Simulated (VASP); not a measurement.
# CoSi2 (Fm-3m) in VASP: a series of runs

The runs below take CoSi2 through single point, with PBEsol.

Everything below comes from runs of VASP 6.6.1. Logs are shortened: lines on timing, memory, paths and dates and some standing lists are left out, and cuts for length are marked.

### Step 1. The cell of the first run

It takes space group Fm-3m (No. 225, cubic). The conventional cell has a = 5.209 Å, b = 5.209 Å, c = 5.209 Å, α = 90.00°, β = 90.00°, γ = 90.00°. Co (site symmetry m-3m) has 8 Si at 2.26 Å within 3.0 Å. Within 3.0 Å of Si (site symmetry -43m) lie 4 Co at 2.26 Å and 6 Si at 2.60 Å.

### Step 2. Single point, PBEsol, collinear spin, ferromagnetic start

INCAR reads:

```
  PREC = Accurate
  ENCUT = 520
  EDIFF = 1E-7
  ISMEAR = -1
  SIGMA = 0.1
  LREAL = False
  LASPH = True
  NELM = 150
  ALGO = Normal
  ISIF = 2
  LWAVE = False
  LCHARG = True
  ISPIN = 2
  MAGMOM = 2.5 0 0
  LORBIT = 11
  LMAXMIX = 4
  GGA = PS
  LELF = True
  LVHAR = True
  NBANDS = 20
```

KPOINTS reads:

```
regular mesh
0
Gamma
  9 9 9
```

POSCAR reads:

```
CoSi2
1.0
    0.0000000000      2.6045928766      2.6045928766
    2.6045928766      0.0000000000      2.6045928766
    2.6045928766      2.6045928766      0.0000000000
Co Si
1 2
Direct
    0.0000000000      0.0000000000      0.0000000000
    0.2500000000      0.2500000000      0.2500000000
    0.7500000000      0.7500000000      0.7500000000
```

Potentials or basis: VASP PAW PBE potentials, release 64 (Co, Si).

Run with:

```bash
$ cat potpaw_PBE.64/Co/POTCAR potpaw_PBE.64/Si/POTCAR > POTCAR
$ mpirun -np 1 vasp_std > vasp.out
```

OUTCAR:

```text
PREC = Accurate
   ENCUT = 520
   EDIFF = 1E-7
   ISMEAR = -1
   LREAL = False
   LASPH = True
   NELM = 150
   ISIF = 2
   ISPIN = 2
   LORBIT = 11
   GGA = PS

 ion  position               nearest neighbor table
   1  0.000  0.000  0.000-   3 2.26   3 2.26   3 2.26   2 2.26   3 2.26   2 2.26   2 2.26   2 2.26

   2  0.250  0.250  0.250-   1 2.26   1 2.26   1 2.26   1 2.26   3 2.60   3 2.60   3 2.60   3 2.60
                             3 2.60   3 2.60
   3  0.750  0.750  0.750-   1 2.26   1 2.26   1 2.26   1 2.26   2 2.60   2 2.60   2 2.60   2 2.60
                             2 2.60   2 2.60

  LATTYP: Found a face centered cubic cell.
 ALAT       =     5.2091857532

  Lattice vectors:

 A1 = (   0.0000000000,   2.6045928766,   2.6045928766)
 A2 = (   2.6045928766,   0.0000000000,   2.6045928766)
 A3 = (   2.6045928766,   2.6045928766,   0.0000000000)

Analysis of symmetry for initial positions (statically):
=====================================================================
 Subroutine PRICEL returns:
 Original cell was already a primitive cell.

 Routine SETGRP: Setting up the symmetry group for a
 face centered cubic supercell.

 Subroutine GETGRP returns: Found 48 space group operations
 (whereof 48 operations were pure point group operations)
 out of a pool of 48 trial point group operations.

The static configuration has the point symmetry O_h .

Analysis of symmetry for dynamics (positions and initial velocities):
=====================================================================
 Subroutine PRICEL returns:
 Original cell was already a primitive cell.

 Routine SETGRP: Setting up the symmetry group for a
 face centered cubic supercell.

 Subroutine GETGRP returns: Found 48 space group operations
 (whereof 48 operations were pure point group operations)
 out of a pool of 48 trial point group operations.

The dynamic configuration has the point symmetry O_h .

Analysis of structural, dynamic, and magnetic symmetry:
=====================================================================
 Subroutine PRICEL returns:
 Original cell was already a primitive cell.

 Routine SETGRP: Setting up the symmetry group for a
 face centered cubic supercell.

 Subroutine GETGRP returns: Found 48 space group operations
 (whereof 48 operations were pure point group operations)
 out of a pool of 48 trial point group operations.

The overall configuration has the point symmetry O_h .

 Subroutine INISYM returns: Found 48 space group operations
 (whereof 48 operations are pure point group operations),
[... 117 lines left out ...]
     AMIX     =   0.40;   BMIX     =  1.00
     AMIX_MAG =   1.60;   BMIX_MAG =  1.00
  volume/ion in A,a.u.               =      11.78        79.49
  Fermi-wavevector in a.u.,A,eV,Ry     =   1.282748  2.424042 22.387598  1.645442
  Thomas-Fermi vector in A             =   2.415041
   LORBIT       =     11    0 simple, 1 ext, 2 COOP (PROOUT), +10 PAW based schemes
   GGA     = PS    functional components
   LHFCALC =     F    Hartree Fock is set to
   AEXX    =    0.0000 exact exchange contribution
   IVDW    =     0    specifies the selected vdW correction
   LEPSILON=     F    determine dielectric tensor
   LRPA    =     F    only Hartree local field effects (RPA)
 spin polarized calculation
  energy-cutoff  :      520.00
  volume of cell :       35.34
 maximum number of plane-waves:       963
   NGX = 13   NGY = 13   NGZ = 13

 number of electron      17.0000001 magnetization       0.0000341

 number of electron      17.0000001 magnetization      -0.0000263

 Free energy of the ion-electron system (eV)
  ---------------------------------------------------
  ext. energy  EPLUGINS =         0.00000000
  ---------------------------------------------------
  free energy    TOTEN  =       -20.90968246 eV

  energy without entropy =      -20.87543646  energy(sigma->0) =      -20.89255946

 E-fermi :  11.1489     XC(G=0): -12.2415

 val. band max:       11.1358290329   @ k =   0.2222   0.2222   0.0000
 cond. band min:      11.3690369519   @ k =   0.4444   0.2222   0.1111
 fundamental gap:      0.2332079191
 Fermi energy:        11.1489331442

 spin component 1

 k-point     1 :       0.0000    0.0000    0.0000
  band No.  band energies     occupation
      1      -2.6216      1.00000
      2       6.6899      1.00000
      3       6.6899      1.00000
      4       6.6899      1.00000
      5       8.9609      1.00000
      6       8.9609      1.00000
[... 541 lines left out ...]
     19      26.8905      0.00000
     20      27.1861      0.00000

 [... further k-points ...]

 spin component 2

 k-point     1 :       0.0000    0.0000    0.0000
  band No.  band energies     occupation
      1      -2.6216      1.00000
      2       6.6899      1.00000
      3       6.6899      1.00000
      4       6.6899      1.00000
      5       8.9610      1.00000
      6       8.9610      1.00000
[... 541 lines left out ...]
     19      26.8905      0.00000
     20      27.1860      0.00000

 [... further k-points ...]
[... 5 lines left out ...]
  --------------------------------------------------------------------------------------
  -------------------------------------------------------------------------------------
  Total        2.9347183      2.9347183      2.9347183      0.0000000     -0.0000000      0.0000000
  in kB      133.0538549    133.0538549    133.0538549      0.0000000     -0.0000000      0.0000000
  external PRESSURE =     133.0538549 kB  Pullay stress =       0.0000000 kB

 VOLUME and BASIS-vectors are now :
 -----------------------------------------------------------------------------
  energy-cutoff  :      520.00
  volume of cell :       35.34
      direct lattice vectors                 reciprocal lattice vectors
     0.000000000  2.604592877  2.604592877    -0.191968582  0.191968582  0.191968582
     2.604592877  0.000000000  2.604592877     0.191968582 -0.191968582  0.191968582
     2.604592877  2.604592877  0.000000000     0.191968582  0.191968582 -0.191968582

 POSITION                                       TOTAL-FORCE (eV/Angst)
 -----------------------------------------------------------------------------------
      0.00000      0.00000      0.00000         0.000000      0.000000      0.000000
      1.30230      1.30230      1.30230        -0.000000     -0.000000     -0.000000
      3.90689      3.90689      3.90689         0.000000      0.000000      0.000000
 -----------------------------------------------------------------------------------
    total drift:                               -0.000000     -0.000000      0.000000

  FREE ENERGIE OF THE ION-ELECTRON SYSTEM (eV)
  ---------------------------------------------------
  free  energy   TOTEN  =       -20.9096824639 eV

  energy  without entropy=      -20.8754364602  energy(sigma->0) =      -20.89255946

 total charge

# of ion       s       p       d       tot
------------------------------------------
    1        0.588   0.826   7.695   9.110
    2        0.717   0.929   0.000   1.646
    3        0.717   0.929   0.000   1.646
--------------------------------------------------
tot          2.023   2.684   7.695  12.402

 magnetization (x)

# of ion       s       p       d       tot
------------------------------------------
    1        0.000   0.000   0.000   0.000
    2       -0.000   0.000   0.000  -0.000
    3       -0.000   0.000   0.000  -0.000
--------------------------------------------------
tot         -0.000   0.000   0.000   0.000
```

It took 36 s on 1 thread of AMD EPYC 9R45 (Zen 5), shared host; peak memory 0.16 GiB.

Results:

- Free energy: -20.9097 eV
- Pressure: 13.3 GPa
- Net moment: 0.00 μB per cell
- Valence electrons inside the program's atomic spheres: Co 9.11; Si 1.65

Levels at points of the mesh, in eV from the Fermi level:
Spin up:
```
           k point  band 6  band 7  band 8  band 9  band 10  band 11  band 12  band 13
(0.00, 0.00, 0.00)   -2.19    1.66    3.45    3.45     3.45     3.79     3.79     3.79
```
Spin down:
| k point | band 7 | band 8 | band 9 | band 10 | band 11 | band 12 |
| --- | --- | --- | --- | --- | --- | --- |
| (0.00, 0.00, 0.00) | 1.66 | 3.45 | 3.45 | 3.45 | 3.79 | 3.79 |

Caveat: the starting moments collapsed, and a magnetic state may lie lower; the PAW data sets were made with another functional, which shifts forces and pressure a little.

### Step 3. Single point, PBEsol, collinear spin, ferromagnetic start

This run uses another cell than the first one, of 12.12 Å³/atom, 1.029 times its volume.

INCAR reads:

```
SYSTEM = CoSi2
PREC = Accurate ; ENCUT = 520
EDIFF = 1E-6 ; ISMEAR = -1
SIGMA = 0.1 ; LREAL = .FALSE.
LASPH = .TRUE. ; NELM = 150
ALGO = Normal ; ISIF = 2
LWAVE = .FALSE. ; LCHARG = .FALSE.
ISPIN = 2 ; MAGMOM = 2.5 0 0
LORBIT = 11 ; LMAXMIX = 4
GGA = PS ; NBANDS = 20
```

KPOINTS reads:

```
Automatic mesh
0
G
  9 9 9
  0 0 0
```

POSCAR reads:

```
CoSi2
1.0
    0.0000000000      2.6295187249      2.6295187249
    2.6295187249      0.0000000000      2.6295187249
    2.6295187249      2.6295187249      0.0000000000
Co Si
1 2
Direct
    0.0000000000      0.0000000000      0.0000000000
    0.2500000000      0.2500000000      0.2500000000
    0.7500000000      0.7500000000      0.7500000000
```

Potentials or basis: VASP PAW PBE potentials, release 64 (Co, Si).

Run with:

```bash
$ cat potpaw_PBE.64/Co/POTCAR potpaw_PBE.64/Si/POTCAR > POTCAR
$ mpirun -np 1 vasp_std > vasp.out
```

OUTCAR:

```text
SYSTEM = CoSi2
   PREC = Accurate
   ENCUT = 520
   EDIFF = 1E-6
   ISMEAR = -1
   LREAL = .FALSE.
   LASPH = .TRUE.
   NELM = 150
   ISIF = 2
   ISPIN = 2
   LORBIT = 11
   GGA = PS

 ion  position               nearest neighbor table
   1  0.000  0.000  0.000-   3 2.28   3 2.28   3 2.28   2 2.28   2 2.28   2 2.28   3 2.28   2 2.28

   2  0.250  0.250  0.250-   1 2.28   1 2.28   1 2.28   1 2.28   3 2.63   3 2.63   3 2.63   3 2.63
                             3 2.63   3 2.63
   3  0.750  0.750  0.750-   1 2.28   1 2.28   1 2.28   1 2.28   2 2.63   2 2.63   2 2.63   2 2.63
                             2 2.63   2 2.63

  LATTYP: Found a face centered cubic cell.
[... 1330 lines left out ...]
  energy-cutoff  :      520.00
  volume of cell :       36.36
      direct lattice vectors                 reciprocal lattice vectors
     0.000000000  2.629518725  2.629518725    -0.190148865  0.190148865  0.190148865
     2.629518725  0.000000000  2.629518725     0.190148865 -0.190148865  0.190148865
     2.629518725  2.629518725  0.000000000     0.190148865  0.190148865 -0.190148865

 POSITION                                       TOTAL-FORCE (eV/Angst)
 -----------------------------------------------------------------------------------
      0.00000      0.00000      0.00000         0.000000     -0.000000      0.000000
      1.31476      1.31476      1.31476         0.000000     -0.000000      0.000000
      3.94428      3.94428      3.94428        -0.000000      0.000000     -0.000000
 -----------------------------------------------------------------------------------
    total drift:                               -0.000000     -0.000000      0.000000

  FREE ENERGIE OF THE ION-ELECTRON SYSTEM (eV)
  ---------------------------------------------------
  free  energy   TOTEN  =       -20.9726622279 eV

  energy  without entropy=      -20.9374697031  energy(sigma->0) =      -20.95506597

 total charge

# of ion       s       p       d       tot
------------------------------------------
    1        0.572   0.789   7.661   9.023
    2        0.717   0.908   0.000   1.625
    3        0.717   0.908   0.000   1.625
--------------------------------------------------
tot          2.005   2.606   7.661  12.273

 magnetization (x)

# of ion       s       p       d       tot
------------------------------------------
    1       -0.000  -0.000  -0.000  -0.000
    2        0.000   0.000   0.000   0.000
    3        0.000   0.000   0.000   0.000
--------------------------------------------------
tot          0.000  -0.000  -0.000  -0.000
```

Run time: 36 s. Hardware: 1 thread of AMD EPYC 9R45 (Zen 5), shared host; peak memory 0.16 GiB.

Results:

```yaml
Free_energy: -20.9727 eV
Pressure: 6.5 GPa
Net_moment: 0.00 μB per cell
Valence_electrons_inside_the_program's_atomic_spheres: Co 9.02; Si 1.62
```

Caveat: the starting moments collapsed, and a magnetic state may lie lower; the PAW data sets were made with another functional, which shifts forces and pressure a little.

### Step 4. Single point, PBEsol, collinear spin, ferromagnetic start

This run uses another cell than the first one, of 12.46 Å³/atom, 1.058 times its volume.

INCAR reads:

```
SYSTEM = CoSi2
ALGO = Normal
EDIFF = 1E-7
ENCUT = 520
GGA = PS
ISIF = 2
ISMEAR = -1
ISPIN = 2
LASPH = .True.
LCHARG = .True.
LELF = .True.
LMAXMIX = 4
LORBIT = 11
LREAL = .False.
LVHAR = .True.
LWAVE = .False.
MAGMOM = 2.5 0 0
NBANDS = 20
NELM = 150
PREC = Accurate
SIGMA = 0.1
```

KPOINTS reads:

```
k-points
0
Gamma
  9 9 9
  0 0 0
```

POSCAR reads:

```
CoSi2
1.0
    0.0000000000      2.6539807689      2.6539807689
    2.6539807689      0.0000000000      2.6539807689
    2.6539807689      2.6539807689      0.0000000000
Co Si
1 2
Direct
    0.0000000000      0.0000000000      0.0000000000
    0.2500000000      0.2500000000      0.2500000000
    0.7500000000      0.7500000000      0.7500000000
```

Run with:

```bash
$ cat potpaw_PBE.64/Co/POTCAR potpaw_PBE.64/Si/POTCAR > POTCAR
$ mpirun -np 1 vasp_std > vasp.out
```

Wall time 42 s (1 thread of AMD EPYC 9R45 (Zen 5), shared host); peak memory 0.16 GiB.

It converged, with:

```
Free energy                                           : -20.9954 eV
Pressure                                              : 0.7 GPa
Net moment                                            : 0.00 μB per cell
Valence electrons inside the program's atomic spheres : Co 8.94; Si 1.61
```

Levels at points of the mesh, in eV from the Fermi level:
Spin up:
| k point | band 5 | band 6 | band 7 | band 8 | band 9 | band 10 | band 11 | band 12 | band 13 | band 14 |
| --- | --- | --- | --- | --- | --- | --- | --- | --- | --- | --- |
| (0.00, 0.00, 0.00) | -1.99 | -1.99 | 1.07 | 3.44 | 3.44 | 3.44 | 3.54 | 3.54 | 3.54 | 5.78 |
Spin down:
```tsv
k point	band 6	band 7	band 8	band 9	band 10	band 11	band 12	band 13
(0.00, 0.00, 0.00)	-1.99	1.07	3.44	3.44	3.44	3.54	3.54	3.54
```

Caveat: the starting moments collapsed, and a magnetic state may lie lower; the PAW data sets were made with another functional, which shifts forces and pressure a little.

(Part 1 of 2 ends here.)
